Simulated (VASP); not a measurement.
HgTe:

```xyz
2
Lattice="0.0000 3.4171 3.4171 3.4171 0.0000 3.4171 3.4171 3.4171 0.0000" Properties=species:S:1:pos:R:3 pbc="T T T"
Hg    0.0000    0.0000    0.0000
Te    1.7086    1.7086    1.7086
```

This cell differs from its parent crystal: strain +3.9%.

Base run:

- Program: VASP 6.6.1
- Functional: PBE
- Potentials or basis: VASP PAW PBE potentials, release 64 (Hg, Te)
- Cutoff: 520 eV
- k mesh: 6 × 6 × 6
- Occupations: fermi-dirac, width 0.02 eV
- Spin: no spin polarisation

Its results: band gap on the k mesh zero (filled and empty bands touch); pressure -2.2 GPa.

Question: The run is repeated on the same cell with these changes: functional from PBE to r2SCAN; further incar settings from ALGO = Normal; EDIFF = 1e-07; NBANDS = 16 to ALGO = Normal; EDIFF = 1e-06; NBANDS = 16. What comes out?

Answer: Band gap on the k mesh zero (filled and empty bands touch); pressure -3.4 GPa.

Caveats: semilocal functionals underestimate gaps, and a narrow one can read as zero; spin-orbit coupling is left out, which moves the levels of the heavy elements; the cell stands under tension (at least some runs); the PAW data sets were made with another functional, which shifts forces and pressure a little (at least some runs).
